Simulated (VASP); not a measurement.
Runs of VASP 6.6.1 on FeNi2. The structure is that of space group Fd-3m (No. 227), or close to it. The cells are those of the table. 

| cell | gap on the mesh (eV) | pressure (GPa) | moment (μB) |
| --- | --- | --- | --- |
| a = 4.723 Å, angles 60.0°, 6 atoms | none | (c) | 8.08 |
| a = 4.632 Å, angles 60.0°, 6 atoms | none | -2.0 | 7.91 |
| a = 4.662 Å, angles 60.0°, 6 atoms | none | -4.5 | (a) |
| a = 4.693 Å, angles 60.0°, 6 atoms | none | -7.5 | 8.02 |
| a = 4.601 Å, angles 60.0°, 6 atoms | none | 2.2 | (b) |

Alike in all rows: task single point; level PBE; potentials or basis VASP PAW PBE potentials, release 64 (Ni_sv_GW, Fe_sv); spin collinear, ferromagnetic start; k mesh 7 × 7 × 7; cutoff (eV) 690; smearing fermi-dirac 0.05 eV.

Estimate the missing entries.

(a) 7.96; (b) 7.87; (c) -9.9.

Caveats: the cell stands under tension (at least some runs).

A gap of «none» marks levels without a gap at the run's occupations.
